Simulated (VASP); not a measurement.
Write the native input for VASP 6.6.1 that does the following.

* Task: relaxation of cell and atoms
* Functional: PBE
* Potentials or basis: VASP PAW PBE potentials, release 64 (Ge_d, Hg, Ru_pv)
* Cutoff: 600 eV
* k mesh: 6 × 6 × 6
* Occupations: gaussian, width 0.1 eV
* Spin: no spin polarisation
* Dipole correction: no
* Further INCAR settings: ALGO = Fast; EDIFF = 1e-06; IBRION = 2; EDIFFG = -0.04; NSW = 90; ISIF = 3

The structure of HgGe2Ru2 lies in POSCAR:

```
HgGe2Ru2
1.0
   -2.0062029545      2.0062029545      5.2637998312
    2.0062029545     -2.0062029545      5.2637998312
    2.0062029545      2.0062029545     -5.2637998312
Ge Hg Ru
2 1 2
Direct
    0.2500000000      0.7500000000      0.5000000000
    0.7500000000      0.2500000000      0.5000000000
    0.0000000000      0.0000000000      0.0000000000
    0.6260000000      0.6260000000      0.0000000000
    0.3740000000      0.3740000000      0.0000000000
```

One way to write it, as run:

INCAR

```
SYSTEM = HgGe2Ru2
  PREC = Accurate
  ENCUT = 600
  EDIFF = 1E-6
  ISMEAR = 0
  SIGMA = 0.1
  LREAL = .FALSE.
  LASPH = .TRUE.
  NELM = 60
  ALGO = Fast
  ISIF = 3
  LWAVE = .FALSE.
  LCHARG = .FALSE.
  GGA = PE
  IBRION = 2
  NSW = 90
  EDIFFG = -0.04
```

KPOINTS

```
regular mesh
0
G
  6 6 6
  0 0 0
```

Potentials or basis: VASP PAW PBE potentials, release 64 (Ge_d, Hg, Ru_pv).

Command:

```sh
$ cat potpaw_PBE.64/Ge_d/POTCAR potpaw_PBE.64/Hg/POTCAR potpaw_PBE.64/Ru_pv/POTCAR > POTCAR
$ mpirun -np 1 vasp_std > vasp.out
```

It gave:

| Item | Value |
| --- | --- |
| Relaxed volume | 16.98 Å³/atom |
| Relaxed cell | a = 6.620 Å, b = 6.620 Å, c = 6.620 Å, α = 147.18°, β = 147.18°, γ = 47.10° |
| Space group after relaxing (to 0.05 Å) | I4/mmm (No. 139) |
| Energy gained by relaxing | 144.6 meV/atom |
| Ionic steps | 13 |
| Pressure after relaxing | 0.0 GPa |
| Largest force after relaxing | 0.019 eV/Å |
| Band gap on the k mesh | zero (band 34 reaches 7.64 eV, above the bottom of band 35 at 7.49 eV) |

Caveat: the k points lie up to 0.40 Å⁻¹ apart in the final cell; spin-orbit coupling is left out, which moves the levels of the heavy elements.

Wall time 49 min on 1 thread of Intel Xeon 6975P-C, with other jobs on the host, peak memory 0.42 GiB.
